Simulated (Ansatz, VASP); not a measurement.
## P: VASP beside Ansatz

```
P
1.0
     4.35671    0.00000    0.00000
     0.00000    4.35671    0.00000
     0.00000    0.00000    4.46386
P
1
Direct
  0.00000 0.00000 0.00000
```

Change from the starting cell: volume scaled by 1.06, PAW files.

Alike in both runs: task electric field gradients; functional PBEsol; k mesh 10 × 10 × 9; occupations fermi-dirac, width 0.08 eV; no spin polarisation.

|  | VASP | Ansatz |
| --- | --- | --- |
| version | VASP 6.6.1 | Ansatz 0.2.0 |
| potentials or method | VASP PAW PBE potentials, release 64 (P) | PAW with Ansatz's default frozen-core files, scalar-relativistic |
| plane-wave cutoff (eV) | 400 | 420 |
| valence electrons in the cell | 5 | 5 |

```csv
,VASP,Ansatz,Ansatz less VASP
pressure (GPa),-3.3,-3.3,0.00
"traceless stress, the component that is largest in VASP (GPa)",0.29,0.29,0.000
size of Vzz on the site where it differs most (V/Å²),0.8,0.8,-0.03
```

VASP's potentials were made for PBE, not for PBEsol. The functional is the same, so the differences come from potentials, cutoffs and numerics.
